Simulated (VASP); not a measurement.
A run of VASP 6.6.1 is set up as follows.

Contents of INCAR:

```
SYSTEM = MnAs
ALGO = Normal
EDIFF = 1E-6
ENCUT = 520
GGA = PE
ISIF = 2
ISMEAR = 0
ISPIN = 2
LASPH = .True.
LCHARG = .False.
LMAXMIX = 4
LORBIT = 11
LREAL = .False.
LWAVE = .False.
MAGMOM = 4.15 0
NBANDS = 20
NELM = 150
PREC = Accurate
SIGMA = 0.05
```

The input KPOINTS:

```
k-points
0
Gamma
  12 12 12
  0 0 0
```

The input POSCAR:

```
MnAs
1.0
    0.0000000000      2.9213054334      2.9213054334
    2.9213054334      0.0000000000      2.9213054334
    2.9213054334      2.9213054334      0.0000000000
Mn As
1 1
Direct
    0.0000000000      0.0000000000      0.0000000000
    0.2500000000      0.2500000000      0.2500000000
```

Potentials or basis: VASP PAW PBE potentials, release 64 (Mn_pv, As).

The run is started by

```sh
$ cat potpaw_PBE.64/Mn_pv/POTCAR potpaw_PBE.64/As/POTCAR > POTCAR
$ mpirun -np 1 vasp_std > vasp.out
```

Task: Estimate the net moment.

Result: 4.00 μB per cell.

Task: Estimate the pressure.

Result: -3.4 GPa.

Caveat: the cell stands under tension; a cell with one magnetic atom can't hold antiferromagnetic order, which such compounds often take.
